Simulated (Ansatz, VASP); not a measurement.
# Rb2YbSn2 in VASP and in Ansatz

```
CELL_PARAMETERS angstrom
0.00000 5.23873 0.00000
5.23873 0.00000 0.00000
2.61937 2.61937 -5.99697
ATOMIC_POSITIONS crystal
Rb 0.75000 0.25000 0.50000
Rb 0.25000 0.75000 0.50000
Yb 0.00000 0.00000 0.00000
Sn 0.37500 0.37500 0.25000
Sn 0.62500 0.62500 0.75000
```

Alike in both runs: task single point; functional r2SCAN; k mesh 5 × 5 × 5; no spin polarisation.

|  | VASP | Ansatz |
| --- | --- | --- |
| version | VASP 6.6.1 | Ansatz 0.2.0 |
| potentials or method | VASP PAW PBE potentials, release 64 (Rb_sv, Yb, Sn_d), cutoff 520 eV | PAW plane waves |
| occupations | fermi-dirac, width 0.1 eV | fermi-dirac |
| valence electrons in the cell | 70 | 70 |

|  | VASP | Ansatz | Ansatz less VASP |
| --- | --- | --- | --- |
| pressure (GPa) | 10.2 | 9.9 | -0.28 |
| traceless stress, the component that is largest in VASP (GPa) | -2.52 | -2.55 | -0.024 |
| rms of the force components (eV/Å) | 1.445 | 1.439 | -0.0053 |

VASP's potentials were made for PBE, not for r2SCAN. Atom by atom the forces differ by 0.005 eV/Å (rms over components).

Spin-orbit coupling is off throughout.
